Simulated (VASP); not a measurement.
A run of VASP 6.6.1 is set up as follows.

Contents of INCAR:

```
  ALGO = Normal
  EDIFF = 1E-6
  ENCUT = 520
  GGA = PE
  ISIF = 2
  ISMEAR = 0
  LASPH = True
  LCHARG = True
  LDAU = True
  LDAUJ = 0 0 0 0
  LDAUL = -1 -1 2 -1
  LDAUPRINT = 1
  LDAUTYPE = 2
  LDAUU = 0 0 4 0
  LELF = True
  LMAXMIX = 4
  LREAL = False
  LVHAR = True
  LWAVE = False
  NBANDS = 30
  NELM = 150
  PREC = Accurate
  SIGMA = 0.02
```

Contents of KPOINTS:

```
k-points
0
Gamma
  6 6 6
```

POSCAR

```
BaMgTiO3
1.0
    4.1468604902     -3.0920593766      0.1179566143
    4.1468604902      3.0920593766      0.1179566143
   -1.5956927837      0.0000000000      4.5332336169
Ba Mg Ti O
1 1 1 3
Direct
    0.0475422192      0.0475422192      0.9723026736
    0.3663708424      0.3663708424      0.6925195454
    0.5870139188      0.5870139188      0.3897381235
    0.4178146699      0.9404040424      0.5067990190
    0.9404040424      0.4178146699      0.5067990190
    0.3707543073      0.3707543073      0.1318416094
```

Potentials or basis: VASP PAW PBE potentials, release 64 (Ba_sv, Mg, Ti_sv, O).

Run with:

```console
$ cat potpaw_PBE.64/Ba_sv/POTCAR potpaw_PBE.64/Mg/POTCAR potpaw_PBE.64/Ti_sv/POTCAR potpaw_PBE.64/O/POTCAR > POTCAR
$ mpirun -np 1 vasp_std > vasp.out
```

Question: Estimate the largest force.

Answer: 1.923 eV/Å.

Question: What does it give for the pressure?

Answer: 1.5 GPa.

Question: Estimate the band gap on the k mesh.

Answer: 0.46 eV, indirect (least direct gap 0.47 eV).

Stress tensor (GPa, compression positive):
```
 3.63  0.00 -1.28
 0.00  4.91  0.00
-1.28  0.00 -4.02
```

Caveat: the cell differs from its parent crystal (strained); spin-orbit coupling is left out, which moves the levels of the heavy elements; forces of over 1 eV/Å act on the atoms, so gaps and moduli don't describe the material at rest. A k mesh can miss the band edges.
